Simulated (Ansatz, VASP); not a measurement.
## Two plane-wave programs on Zr2PdS3

```xyz
6
Lattice="3.6428 0.0000 0.0000 0.0000 3.6428 0.0000 0.0000 0.0000 7.7533" Properties=species:S:1:pos:R:3 pbc="T T T"
Zr    1.8214    0.0000    2.1621
Zr    0.0000    1.8214    5.5911
Pd    1.8214    1.8214    0.0000
S     0.0000    0.0000    0.0000
S     1.8214    0.0000    4.8739
S     0.0000    1.8214    2.8794
```

Change from the starting cell: species swapped into the Mn3CoAs2 type (P-4m2, No. 115).

Alike in both runs: functional PBE; k mesh 4 × 4 × 4; occupations gaussian, width 0.1 eV; no spin polarisation.

Ansatz relaxed the structure, and its values are those at the end. VASP's run is a single point on that final structure, the one shown.

|  | VASP | Ansatz |
| --- | --- | --- |
| version | VASP 6.6.1 | Ansatz 0.2.0 |
| potentials or method | VASP PAW PBE potentials, release 64 (Zr_sv, Pd, S), cutoff 520 eV | scalar-relativistic, plane waves, PAW |
| valence electrons in the cell | 52 | 60 |

```tsv
	VASP	Ansatz	Ansatz less VASP
gap on the k mesh at the Fermi level (eV)	none	none	-
pressure (GPa)	0.0	0.0	+0.02
```

A gap of «none» marks a metal or a gap that the smearing closes. VASP's potentials hold 52 valence electrons a cell and Ansatz's 60, so a difference there can come from the potentials and not from the codes.

The k mesh is coarse, so the values compare programs but aren't converged.
